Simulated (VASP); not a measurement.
Crystal: HfTi2B6.

```
Hf Ti B
1.0
     0.00000    3.65668    3.65668
     3.65668    0.00000    3.65668
     3.65668    3.65668    0.00000
Hf Ti B
1 2 6
Direct
  0.50000 0.50000 0.50000
  0.75000 0.75000 0.75000
  0.25000 0.25000 0.25000
  0.00000 0.00000 0.50000
  0.50000 0.50000 0.00000
  0.00000 0.50000 0.00000
  0.50000 0.00000 0.00000
  0.50000 0.00000 0.50000
  0.00000 0.50000 0.50000
```

```yaml
Program: VASP 6.6.1
Task: relaxation of cell and atoms
Functional: PBE
Potentials_or_basis: VASP PAW PBE potentials, release 64 (Hf_pv, Ti_sv, B)
Cutoff: 600 eV
k_mesh: 4 × 4 × 4
Occupations: gaussian, width 0.1 eV
Spin: no spin polarisation
```

At the start: pressure 48.1 GPa; volume 10.87 Å³/atom.

**Question.** How do energy, volume and symmetry change on relaxing?

**Answer.** Over 4 steps the energy falls by 478.3 meV/atom and the volume is 14.91 Å³/atom (+37.2 %); space group Fm-3m (No. 225, to 0.05 Å).

The path:
| step | energy change (eV) | largest force (eV/Å) | pressure (GPa) | volume (Å³) |
| --- | --- | --- | --- | --- |
| 1 | 0.0000 | 0.0000 | 48.14 | 97.79 |
| 2 | -3.7647 | 0.0000 | -8.96 | 151.65 |
| 3 | -4.3037 | 0.0000 | 0.44 | 133.38 |
| 4 | -4.3046 | 0.0000 | -0.09 | 134.17 |

Final structure:
```
CELL_PARAMETERS angstrom
0.00000 4.06329 4.06329
4.06329 0.00000 4.06329
4.06329 4.06329 0.00000
ATOMIC_POSITIONS crystal
Hf 0.50000 0.50000 0.50000
Ti 0.75000 0.75000 0.75000
Ti 0.25000 0.25000 0.25000
B 0.00000 0.00000 0.50000
B 0.50000 0.50000 0.00000
B 0.00000 0.50000 0.00000
B 0.50000 0.00000 0.00000
B 0.50000 0.00000 0.50000
B 0.00000 0.50000 0.50000
```

Caveat: the k points lie up to 0.33 Å⁻¹ apart in the final cell; the volume moved by over 15 % at a fixed basis, so the end points are rough.
